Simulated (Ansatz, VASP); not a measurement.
**Nb2FeTeO6: VASP beside Ansatz**

```xyz
10
Lattice="0.0000 3.6378 3.6378 3.6378 0.0000 3.6378 3.6378 3.6378 0.0000" Properties=species:S:1:pos:R:3 pbc="T T T"
O     1.8975    3.6378    3.6378
O     3.6378    1.8975    3.6378
O     5.3781    3.6378    3.6378
O     3.6378    5.3781    3.6378
O     3.6378    3.6378    1.8975
O     3.6378    3.6378    5.3781
Nb    1.8189    1.8189    1.8189
Nb    5.4566    5.4566    5.4566
Te    3.6378    3.6378    3.6378
Fe    0.0000    0.0000    0.0000
```

Alike in both runs: task single point; functional r2SCAN; k mesh 4 × 4 × 4; occupations gaussian, width 0.0127 eV; no spin polarisation.

|  | VASP | Ansatz |
| --- | --- | --- |
| version | VASP 6.6.1 | Ansatz 0.2.0 |
| potentials or method | VASP PAW PBE potentials, release 64 (O, Nb_sv, Te, Fe), cutoff 520 eV | PAW plane waves |
| valence electrons in the cell | 76 | 94 |

```tsv
	VASP	Ansatz	Ansatz less VASP
gap on the k mesh at the Fermi level (eV)	none	none	-
rms of the force components (eV/Å)	2.655	2.616	-0.0393
```

VASP's potentials were made for PBE, not for r2SCAN. Atom by atom the forces differ by 0.039 eV/Å (rms over components). A gap of «none» marks a metal or a gap that the smearing closes. VASP's potentials hold 76 valence electrons a cell and Ansatz's 94, so a difference there can come from the potentials and not from the codes.

The k mesh is coarse, so the values compare programs but aren't converged. Neither program's run includes spin-orbit coupling.
